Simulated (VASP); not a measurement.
Input of a VASP 6.6.1 run:

The input INCAR:

```
PREC     = Accurate       # precision mode
ENCUT    = 520            # plane-wave cutoff, eV
EDIFF    = 1E-7           # SCF threshold, eV
ISMEAR   = 0              # smearing method
SIGMA    = 0.02           # smearing width, eV
LREAL    = False          # projectors in reciprocal space
LASPH    = True           # aspherical terms in the spheres
NELM     = 60             # most SCF steps
ALGO     = Normal         # electronic algorithm
ISIF     = 2              # what is computed and relaxed
LWAVE    = False          # write WAVECAR
LCHARG   = False          # write CHGCAR
GGA      = PE             # functional
NBANDS   = 15             # bands
```

KPOINTS

```
Automatic mesh
0
Gamma
  6 6 4
```

The input POSCAR:

```
KBr
1.0
    7.9238805148      0.0000000000      0.0000000000
   -3.9619402574      6.8622818224      0.0000000000
    0.0000000000      0.0000000000      6.0394323874
K Br
1 1
Direct
    0.0000000000      0.0000000000      0.5000000000
    0.0000000000      0.0000000000      0.0000000000
```

Potentials or basis: VASP PAW PBE potentials, release 64 (K_sv, Br).

Launch:

```console
$ cat potpaw_PBE.64/K_sv/POTCAR potpaw_PBE.64/Br/POTCAR > POTCAR
$ mpirun -np 1 vasp_std > vasp.out
```

Q: What does it give for the pressure?

A: 0.0 GPa.

Q: What does it give for the band gap on the k mesh?

A: 3.83 eV.

A k mesh can miss the band edges.
